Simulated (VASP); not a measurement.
Write the native input for VASP 6.6.1 that does the following.

```yaml
Task: electric field gradients
Functional: PBE
Potentials_or_basis: VASP PAW PBE potentials, release 64 (Cd, F)
Cutoff: 520 eV
k_mesh: 10 × 10 × 10
Occupations: fermi-dirac, width 0.03 eV
Spin: no spin polarisation
Dipole_correction: no
Further_INCAR_settings: ALGO = Normal; EDIFF = 1e-08; NBANDS = 20
```

The structure of CdF2 lies in POSCAR:

```
CdF2
1.0
    0.0000000000      2.6940000000      2.6940000000
    2.6940000000      0.0000000000      2.6940000000
    2.6940000000      2.6940000000      0.0000000000
Cd F
1 2
Direct
    0.0000000000      0.0000000000      0.0000000000
    0.2500000000      0.2500000000      0.2500000000
    0.7500000000      0.7500000000      0.7500000000
```

These files were run (other wordings do the same):

INCAR

```
ALGO     = Normal         # electronic algorithm
EDIFF    = 1E-8           # SCF threshold, eV
ENCUT    = 520            # plane-wave cutoff, eV
GGA      = PE             # functional
ISIF     = 2              # what is computed and relaxed
ISMEAR   = -1             # smearing method
LASPH    = T              # aspherical terms in the spheres
LCHARG   = F              # write CHGCAR
LEFG     = T            
LREAL    = F              # projectors in reciprocal space
LWAVE    = F              # write WAVECAR
NBANDS   = 20             # bands
NELM     = 80             # most SCF steps
PREC     = Accurate       # precision mode
SIGMA    = 0.03           # smearing width, eV
```

KPOINTS

```
k-points
0
Gamma
  10 10 10
```

Potentials or basis: VASP PAW PBE potentials, release 64 (Cd, F).

Run with:

```sh
$ cat potpaw_PBE.64/Cd/POTCAR potpaw_PBE.64/F/POTCAR > POTCAR
$ mpirun -np 1 vasp_std > vasp.out
```

It gave:

* Pressure: 6.2 GPa
* Band gap on the k mesh: 3.08 eV (least direct gap 3.57 eV)
* Largest electric field gradient by atom: zero within the noise of the run

Caveat: the cell stands under pressure.

Run time: 49 s on 1 thread of Intel Xeon 8259CL (shared host), peak memory 0.18 GiB.
